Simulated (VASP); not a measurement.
# KRh (P1) in VASP: settings compared, part 2 of 3

VASP 6.6.1.

## (3) Single point, LDA

File INCAR:

```
PREC = Accurate
ENCUT = 520
EDIFF = 1E-7
ISMEAR = 0
SIGMA = 0.1
LREAL = F
LASPH = T
NELM = 100
ALGO = Fast
ISIF = 2
LWAVE = F
LCHARG = T
LELF = T
LVHAR = T
NBANDS = 19
```

File KPOINTS:

```
Automatic mesh
0
Gamma
  6 6 4
```

File POSCAR:

```
KRh
1.0
    3.5007390300      0.0000000000      0.0000000000
   -1.7503695200      3.0317289300      0.0000000000
    0.0000000000      0.0000000000      5.8078480500
K Rh
1 1
Direct
    0.3397000000      0.6685000000      0.0738460000
    0.6689570000      0.3263590000      0.8091830000
```

Potentials or basis: VASP PAW LDA potentials, release 64 (K_sv, Rh_pv).

On the command line:

```console
$ cat potpaw_LDA.64/K_sv/POTCAR potpaw_LDA.64/Rh_pv/POTCAR > POTCAR
$ mpirun -np 1 vasp_std > vasp.out
```

OUTCAR:

```text
PREC = Accurate
   ENCUT = 520
   EDIFF = 1E-7
   ISMEAR = 0
   LREAL = F
   LASPH = T
   NELM = 100
   ISIF = 2

 ion  position               nearest neighbor table
   1  0.340  0.669  0.074-   2 2.52   2 2.55   2 2.55
   2  0.669  0.326  0.809-   1 2.52   1 2.55   1 2.55

  LATTYP: Found a hexagonal cell.
 ALAT       =     3.5007390300
 C/A-ratio  =     1.6590348496

  Lattice vectors:

 A1 = (   3.5007390300,   0.0000000000,   0.0000000000)
 A2 = (  -1.7503695200,   3.0317289300,   0.0000000000)
 A3 = (   0.0000000000,   0.0000000000,   5.8078480500)

Analysis of symmetry for initial positions (statically):
=====================================================================
 Subroutine PRICEL returns:
 Original cell was already a primitive cell.

 Routine SETGRP: Setting up the symmetry group for a
 hexagonal supercell.

 Subroutine GETGRP returns: Found  1 space group operations
 (whereof  1 operations were pure point group operations)
 out of a pool of 24 trial point group operations.

The static configuration has the point symmetry C_1 .

Analysis of symmetry for dynamics (positions and initial velocities):
=====================================================================
 Subroutine PRICEL returns:
 Original cell was already a primitive cell.

 Routine SETGRP: Setting up the symmetry group for a
 hexagonal supercell.

 Subroutine GETGRP returns: Found  1 space group operations
 (whereof  1 operations were pure point group operations)
 out of a pool of 24 trial point group operations.

The dynamic configuration has the point symmetry C_1 .

 Subroutine INISYM returns: Found  1 space group operations
 (whereof  1 operations are pure point group operations),
 and found     1 'primitive' translations

----------------------------------------------------------------------------------------

                                     Primitive cell

  volume of cell :      61.6404

  direct lattice vectors                    reciprocal lattice vectors
     3.500739030  0.000000000  0.000000000     0.285653969  0.164922397  0.000000000
    -1.750369520  3.031728930  0.000000000     0.000000000  0.329844793  0.000000000
     0.000000000  0.000000000  5.807848050     0.000000000  0.000000000  0.172180813

  length of vectors
     3.500739030  3.500739031  5.807848050     0.329844793  0.329844793  0.172180813

  position of ions in fractional coordinates (direct lattice)
     0.339700000  0.668500000  0.073846000
     0.668957000  0.326359000  0.809183000

  ion indices of the primitive-cell ions
   primitive index   ion index
                 1           1
                 2           2

----------------------------------------------------------------------------------------

 KPOINTS: Automatic mesh

Automatic generation of k-mesh.
 Grid dimensions read from file:
 generate k-points for:    6    6    4

 Generating k-lattice:

  Cartesian coordinates                     Fractional coordinates (reciprocal lattice)
     0.047608995  0.027487066  0.000000000     0.166666667  0.000000000  0.000000000
     0.000000000  0.054974132  0.000000000     0.000000000  0.166666667  0.000000000
     0.000000000  0.000000000  0.043045203     0.000000000  0.000000000  0.250000000

  Length of vectors
     0.054974132  0.054974132  0.043045203

  Shift w.r.t. Gamma in fractional coordinates (k-lattice)
     0.000000000  0.000000000  0.000000000

 Subroutine IBZKPT returns following result:
 ===========================================

 Found     76 irreducible k-points:

 Following reciprocal coordinates:
            Coordinates               Weight
  0.000000  0.000000  0.000000      1.000000
  0.166667  0.000000  0.000000      2.000000
  0.000000  0.166667  0.000000      2.000000
 -0.166667  0.166667  0.000000      2.000000
  0.333333 -0.000000  0.000000      2.000000
  0.000000  0.333333  0.000000      2.000000
[... 16 lines left out ...]
  0.000000  0.166667  0.250000      2.000000
 -0.166667  0.166667  0.250000      2.000000
 [... further k-points ...]
   k-points           NKPTS =     76   k-points in BZ     NKDIM =     76   number of bands    NBANDS=     19
   number of dos      NEDOS =    301   number of ions     NIONS =      2
   total plane-waves  NPLWV =  37632
   dimension x,y,z NGX =    28 NGY =   28 NGZ =   48
   dimension x,y,z NGXF=    56 NGYF=   56 NGZF=   96
   ions per type =               1   1
   NGX,Y,Z   is equivalent  to a cutoff of  13.30, 13.30, 13.74 a.u.
   NGXF,Y,Z  is equivalent  to a cutoff of  26.59, 26.59, 27.48 a.u.
 SYSTEM =  unknown system
   PREC   = accura    normal or accurate (medium, high low for compatibility)
   ISTART =      0    job   : 0-new  1-cont  2-samecut
   ICHARG =      2    charge: 1-file 2-atom 10-const
   ISPIN  =      1    spin polarized calculation?
   LNONCOLLINEAR =      F non collinear calculations
   LSORBIT =      F    spin-orbit coupling
   LASPH  =      T    aspherical Exc in radial PAW
   ENCUT  =  520.0 eV  38.22 Ry    6.18 a.u.   6.51  6.51 10.80*2*pi/ulx,y,z
   NELM   =    100;   NELMIN=  2; NELMDL= -5     # of ELM steps
   EDIFF  = 0.1E-06   stopping-criterion for ELM
   LREAL  =      F    real-space projection
   EDIFFG = 0.1E-05   stopping-criterion for IOM
   NSW    =      0    number of steps for IOM
   IBRION =     -1    ionic relax: 0-MD 1-quasi-New 2-CG
   NFREE  =      0    steps in history (QN), initial steepest desc. (CG)
   ISIF   =      2    stress and relaxation
   ISYM   =      2    0-nonsym 1-usesym 2-fastsym
   POTIM  = 0.5000    time-step for ionic-motion
   TEBEG  =    0.0;   TEEND  =   0.0 temperature during run
   PSTRESS=    0.0 pullay stress
   NELECT =      24.0000    total number of electrons
   NUPDOWN=      -1.0000    fix difference up-down
   EMIN   =  10.00;   EMAX   =-10.00  energy-range for DOS
   EFERMI =   0.00;   METHOD = LEGACY
   ISMEAR =     0;   SIGMA  =   0.10  broadening in eV -4-tet -1-fermi 0-gaus
   EFERMI_NEDOS =   21; number of points for ismear=-14 and -15
   IALGO  =     68    algorithm
   IMIX   =      4    mixing-type and parameters
     AMIX     =   0.40;   BMIX     =  1.00
     AMIX_MAG =   1.60;   BMIX_MAG =  1.00
  volume/ion in A,a.u.               =      30.82       207.98
  Fermi-wavevector in a.u.,A,eV,Ry     =   1.195428  2.259032 19.443383  1.429048
  Thomas-Fermi vector in A             =   2.331394
   LORBIT       =      0    0 simple, 1 ext, 2 COOP (PROOUT), +10 PAW based schemes
   GGA     = CA    functional components
   LHFCALC =     F    Hartree Fock is set to
   AEXX    =    0.0000 exact exchange contribution
   IVDW    =     0    specifies the selected vdW correction
   LEPSILON=     F    determine dielectric tensor
   LRPA    =     F    only Hartree local field effects (RPA)
 non-spin polarized calculation
 RMM-DIIS sequential band-by-band and
 Gauss-broadening in eV      SIGMA  =   0.10
  energy-cutoff  :      520.00
  volume of cell :       61.64
 maximum number of plane-waves:      1702
 NGX is ok and might be reduce to    28
   NGX = 13   NGY = 13   NGZ = 21

 number of electron      23.9999999 magnetization

 Free energy of the ion-electron system (eV)
  ---------------------------------------------------
  ext. energy  EPLUGINS =         0.00000000
  ---------------------------------------------------
  free energy    TOTEN  =        -5.71689130 eV

  energy without entropy =       -5.69276529  energy(sigma->0) =       -5.70482829

 E-fermi :   1.3720     XC(G=0):  -8.6331

 val. band max:        1.3670878832   @ k =   0.3333   0.3333   0.2500
 cond. band min:       1.3877338271   @ k =   0.3333   0.3333   0.0000
 fundamental gap:      0.0206459439
 Fermi energy:         1.3720230971

 k-point     1 :       0.0000    0.0000    0.0000
  band No.  band energies     occupation
      1     -42.9628      2.00000
      2     -42.9584      2.00000
      3     -42.6754      2.00000
      4     -28.5207      2.00000
      5     -12.4802      2.00000
      6     -12.0379      2.00000
[... 11 lines left out ...]
     18      10.6801      0.00000
     19      10.8555      0.00000
[... 485 lines left out ...]
 k-point    24 :      -0.1667    0.1667    0.2500
  band No.  band energies     occupation
      1     -42.9691      2.00000
      2     -42.9632      2.00000
      3     -42.6737      2.00000
      4     -28.4932      2.00000
      5     -12.4476      2.00000
      6     -12.2444      2.00000
[... 11 lines left out ...]
     18       9.6275      0.00000
     19      10.3518      0.00000

 [... further k-points ...]

------------------------ aborting loop because EDIFF is reached ----------------------------------------

  FORCE on cell =-STRESS in cart. coord.  units (eV):
  Direction    XX          YY          ZZ          XY          YZ          ZX
  --------------------------------------------------------------------------------------
  -------------------------------------------------------------------------------------
  Total       -0.2868946     -0.1752086      1.3858270      0.0025745     -0.0222838      0.0010068
  in kB       -7.4570582     -4.5540791     36.0208756      0.0669168     -0.5792068      0.0261689
  external PRESSURE =       8.0032461 kB  Pullay stress =       0.0000000 kB

 VOLUME and BASIS-vectors are now :
 -----------------------------------------------------------------------------
  energy-cutoff  :      520.00
  volume of cell :       61.64
      direct lattice vectors                 reciprocal lattice vectors
     3.500739030  0.000000000  0.000000000     0.285653969  0.164922397  0.000000000
    -1.750369520  3.031728930  0.000000000     0.000000000  0.329844793  0.000000000
     0.000000000  0.000000000  5.807848050     0.000000000  0.000000000  0.172180813

 POSITION                                       TOTAL-FORCE (eV/Angst)
 -----------------------------------------------------------------------------------
      0.01908      2.02671      0.42889         0.000614     -0.014382      1.847386
      1.77060      0.98943      4.69961        -0.000614      0.014382     -1.847386
 -----------------------------------------------------------------------------------
    total drift:                               -0.000000     -0.000072     -0.000744

  FREE ENERGIE OF THE ION-ELECTRON SYSTEM (eV)
  ---------------------------------------------------
  free  energy   TOTEN  =        -5.7168912970 eV

  energy  without entropy=       -5.6927652877  energy(sigma->0) =       -5.70482829
```

OSZICAR:

```text
N       E                     dE             d eps       ncg     rms          rms(c)
DAV:   1     0.206940827935E+03    0.20694E+03   -0.13831E+04  3088   0.120E+03
DAV:   2     0.156926294503E+01   -0.20537E+03   -0.19861E+03  3075   0.372E+02
DAV:   3    -0.630005896800E+01   -0.78693E+01   -0.77769E+01  5054   0.632E+01
[... 16 lines left out ...]
RMM:  20    -0.571688982670E+01   -0.14668E-05   -0.61394E-06  4520   0.115E-02    0.197E-02
RMM:  21    -0.571689046504E+01   -0.63834E-06   -0.34170E-06  3923   0.725E-03    0.208E-02
RMM:  22    -0.571689073799E+01   -0.27295E-06   -0.18307E-06  3305   0.512E-03    0.212E-02
RMM:  23    -0.571689086961E+01   -0.13162E-06   -0.10887E-06  3034   0.399E-03    0.214E-02
RMM:  24    -0.571689131586E+01   -0.44625E-06   -0.69181E-07  3413   0.409E-03    0.229E-02
RMM:  25    -0.571689129700E+01    0.18862E-07   -0.38228E-07  2566   0.256E-03
   1 F= -.57168913E+01 E0= -.57048283E+01  d E =-.241260E-01
```

Wall time 4 min (1 thread of Intel Xeon Platinum 8259CL at 2.50GHz (Skylake/Cascade Lake), shared host); peak memory 0.22 GiB.

What came out:

| Property | Result |
| --- | --- |
| Free energy | -5.7169 eV |
| Pressure | 0.8 GPa |
| Largest force | 1.847 eV/Å |
| Band gap on the k mesh | zero (bands 12 and 13 overlap by 0.49 eV) |

Forces in eV/Å, atoms in the order of the input:
```
K    0.001 -0.014  1.847
Rh  -0.001  0.014 -1.847
```

Stress tensor (GPa, compression positive):
```
-0.75  0.01  0.00
 0.01 -0.46 -0.06
 0.00 -0.06  3.60
```

Caveat: forces of over 1 eV/Å act on the atoms, so gaps and moduli don't describe the material at rest.

## (4) Single point, LDA

File INCAR:

```
SYSTEM = KRh
PREC = Accurate
ENCUT = 520
EDIFF = 1E-6
ISMEAR = 0
SIGMA = 0.1
LREAL = .False.
LASPH = .True.
NELM = 100
ALGO = Normal
ISIF = 2
LWAVE = .False.
LCHARG = .True.
GGA = CA
LELF = .True.
LVHAR = .True.
NBANDS = 19
```

File KPOINTS:

```
regular mesh
0
Gamma
  6 6 4
  0 0 0
```

POSCAR is that of step 3.

On the command line:

```console
$ cat potpaw_LDA.64/K_sv/POTCAR potpaw_LDA.64/Rh_pv/POTCAR > POTCAR
$ mpirun -np 1 vasp_std > vasp.out
```

It took 97 s on 1 thread of Intel Xeon Platinum 8259CL at 2.50GHz (Skylake/Cascade Lake), shared host; peak memory 0.22 GiB.

The run converged. Its results:

```yaml
Free_energy: -5.7169 eV
Pressure: 0.7 GPa
Largest_force: 1.849 eV/Å
Band_gap_on_the_k_mesh: zero (bands 12 and 13 overlap by 0.49 eV)
```

Forces in eV/Å, atoms in the order of the input:
```
K    0.001 -0.014  1.849
Rh  -0.001  0.014 -1.849
```

Stress tensor (GPa, compression positive):
```
-0.84  0.01  0.00
 0.01 -0.55 -0.06
 0.00 -0.06  3.51
```

Levels at points of the mesh, in eV from the Fermi level:
```
           k point  band 10  band 11  band 12  band 13  band 14  band 15
(0.00, 0.00, 0.00)    -0.89    -0.89    -0.30    -0.29     2.29     4.12
(0.50, 0.00, 0.00)    -0.27    -0.15     0.20     1.91     2.82     4.07
(0.00, 0.50, 0.00)    -0.26    -0.14     0.19     1.90     2.85     4.08
(0.50, 0.50, 0.00)    -0.27    -0.15     0.20     1.91     2.82     4.07
(0.00, 0.00, 0.50)    -0.89    -0.85    -0.31    -0.30     0.27     5.87
(0.50, 0.00, 0.50)    -0.17    -0.13     0.19     2.33     2.48     4.09
(0.00, 0.50, 0.50)    -0.16    -0.13     0.19     2.37     2.45     4.13
(0.50, 0.50, 0.50)    -0.17    -0.13     0.19     2.33     2.49     4.09
```

Caveat: forces of over 1 eV/Å act on the atoms, so gaps and moduli don't describe the material at rest.

## (5) Single point, PBE

File INCAR:

```
  PREC = Accurate
  ENCUT = 520
  EDIFF = 1E-7
  ISMEAR = -1
  SIGMA = 0.1
  LREAL = F
  LASPH = T
  NELM = 100
  ALGO = Fast
  ISIF = 2
  LWAVE = F
  LCHARG = F
  GGA = PE
  NBANDS = 19
```

File KPOINTS:

```
regular mesh
0
Gamma
  6 6 4
```

POSCAR is that of step 4.

Potentials or basis: VASP PAW PBE potentials, release 64 (K_sv, Rh_pv).

On the command line:

```console
$ cat potpaw_PBE.64/K_sv/POTCAR potpaw_PBE.64/Rh_pv/POTCAR > POTCAR
$ mpirun -np 1 vasp_std > vasp.out
```

Wall time 3 min (1 thread of Intel Xeon Platinum 8259CL at 2.50GHz (Skylake/Cascade Lake), shared host); peak memory 0.24 GiB.

It converged, with:

```yaml
Free_energy: -4.4030 eV
Pressure: 5.0 GPa
Largest_force: 2.553 eV/Å
Band_gap_on_the_k_mesh: zero (bands 12 and 13 overlap by 0.53 eV)
```

Forces in eV/Å, atoms in the order of the input:
```
K    0.001 -0.028  2.553
Rh  -0.001  0.028 -2.553
```

Stress tensor (GPa, compression positive):
```
 3.89  0.01  0.00
 0.01  4.32 -0.11
 0.00 -0.11  6.84
```

Levels at points of the mesh, in eV from the Fermi level:
| k point | band 9 | band 10 | band 11 | band 12 | band 13 | band 14 | band 15 | band 16 |
| --- | --- | --- | --- | --- | --- | --- | --- | --- |
| (0.00, 0.00, 0.00) | -1.31 | -0.94 | -0.94 | -0.40 | -0.40 | 2.24 | 4.10 | 7.06 |
| (0.50, 0.00, 0.00) | -0.66 | -0.38 | -0.26 | 0.13 | 1.88 | 2.81 | 4.05 | 5.59 |
| (0.00, 0.50, 0.00) | -0.66 | -0.37 | -0.25 | 0.13 | 1.88 | 2.83 | 4.07 | 5.60 |
| (0.50, 0.50, 0.00) | -0.66 | -0.38 | -0.26 | 0.13 | 1.88 | 2.80 | 4.05 | 5.59 |
| (0.00, 0.00, 0.50) | -0.97 | -0.94 | -0.91 | -0.41 | -0.40 | 0.24 | 5.81 | 7.15 |
| (0.50, 0.00, 0.50) | -0.71 | -0.28 | -0.24 | 0.13 | 2.30 | 2.49 | 4.04 | 5.08 |
| (0.00, 0.50, 0.50) | -0.71 | -0.27 | -0.23 | 0.13 | 2.34 | 2.45 | 4.08 | 5.07 |
| (0.50, 0.50, 0.50) | -0.71 | -0.28 | -0.24 | 0.13 | 2.30 | 2.49 | 4.04 | 5.08 |

Caveat: the cell stands under pressure; forces of over 1 eV/Å act on the atoms, so gaps and moduli don't describe the material at rest.

(Continued in part 3 of 3.)

The gap in the log of VASP goes by the Fermi energy; the results here count the filled bands.